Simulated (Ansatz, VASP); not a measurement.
**AlN in VASP and in Ansatz**

Contents of INCAR:

```
  ALGO = Normal
  EDIFF = 1E-6
  ENCUT = 600
  GGA = PS
  GGA_COMPAT = False
  ISIF = 2
  ISMEAR = 0
  LASPH = True
  LCHARG = True
  LELF = True
  LREAL = False
  LVHAR = True
  LWAVE = False
  NBANDS = 16
  NELM = 120
  PREC = Accurate
  SIGMA = 0.02
```

The input KPOINTS:

```
k-points
0
Gamma
  8 6 8
```

The input POSCAR:

```
AlN
1.0
    3.0952806222      0.0000000000      0.0000000000
    0.0000000000      4.3773878028      0.0000000000
    0.0000000000      0.0000000000      3.0952806222
Al N
2 2
Direct
    0.0000000000      0.0000000000      0.0000058500
    0.5000000000      0.5000000000      0.5000058500
    0.5000000000      0.2500000000      0.0000058500
    0.0000000000      0.7500000000      0.5000058500
```

Input for Ansatz:

```yaml
crystal:
  lattice:
    - [3.0952806222, 0.0, 0.0]
    - [0.0, 4.3773878028, 0.0]
    - [0.0, 0.0, 3.0952806222]
  atoms:
    - { symbol: Al, position: [0.0, 0.0, 5.85e-06] }
    - { symbol: "N", position: [0.5, 0.25, 5.85e-06] }
    - { symbol: Al, position: [0.5, 0.5, 0.50000585] }
    - { symbol: "N", position: [0.0, 0.75, 0.50000585] }
basis:
  ecutwfc: 420
kpoints:
  mp_grid: { grid: [8, 6, 8] }
  band_path:
    path:
      - [[0.0, 0.0, 0.0], [0.0, 1.0, 0.0], [0.0, 1.0, 0.25]]
      - [[0.375, 0.75, 0.375], [0.0, 0.0, 0.0], [0.0, 0.5, 0.5], [0.25, 1.0, 0.25], [0.0, 1.0, 0.0]]
    npoints: 10
hamiltonian:
  xc: pbesol
  pseudopotentials: { kind: paw, azcp: { folder: soft_1 } }
scf:
  occupations: { method: gaussian, width: 0.02 }
  n_extra_bands: 8
output:
  forces: true
  stress: true
  eigenvalues: true
```

Alike in both runs: task single point; functional PBEsol; k mesh 8 × 6 × 8; occupations gaussian, width 0.02 eV; no spin polarisation.

|  | VASP | Ansatz |
| --- | --- | --- |
| version | VASP 6.6.1 | Ansatz 0.2.0 |
| potentials or method | VASP PAW PBE potentials, release 64 (Al, N), cutoff 600 eV | scalar-relativistic, plane waves, PAW |
| valence electrons in the cell | 16 | 16 |

|  | VASP | Ansatz | Ansatz less VASP |
| --- | --- | --- | --- |
| gap on the k mesh at the Fermi level (eV) | 3.18 | 3.19 | +0.007 |
| least direct gap on the mesh (eV) | 3.18 | 3.19 | +0.007 |
| pressure (GPa) | -0.1 | 0.0 | +0.10 |

VASP's potentials were made for PBE, not for PBEsol, and Ansatz warns of the same on its side.
